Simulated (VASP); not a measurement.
A run of VASP 6.6.1 is set up as follows.

The input INCAR:

```
SYSTEM = Sn
  PREC = Accurate
  ENCUT = 520
  EDIFF = 1E-7
  ISMEAR = 0
  SIGMA = 0.05
  LREAL = .FALSE.
  LASPH = .TRUE.
  NELM = 80
  ALGO = Normal
  ISIF = 2
  LWAVE = .FALSE.
  LCHARG = .FALSE.
  GGA = PS
  NBANDS = 21
```

The input KPOINTS:

```
Automatic mesh
0
G
  7 7 7
  0 0 0
```

POSCAR

```
Sn
1.0
    0.0000000000      3.2696766466      3.2696766466
    3.2696766466      0.0000000000      3.2696766466
    3.2696766466      3.2696766466      0.0000000000
Sn
2
Direct
    0.0000000000      0.0000000000      0.0000000000
    0.2500000000      0.2500000000      0.2500000000
```

Potentials or basis: VASP PAW PBE potentials, release 64 (Sn_d).

Command:

```sh
$ cat potpaw_PBE.64/Sn_d/POTCAR > POTCAR
$ mpirun -np 1 vasp_std > vasp.out
```

(1) Predict the pressure.

(2) Estimate the band gap on the k mesh.

## Answers

(1) -0.1 GPa.

(2) zero (bands 14 and 15 overlap by 0.16 eV).

Caveat: the PAW data sets were made with another functional, which shifts forces and pressure a little; spin-orbit coupling is left out, which moves the levels of the heavy elements.
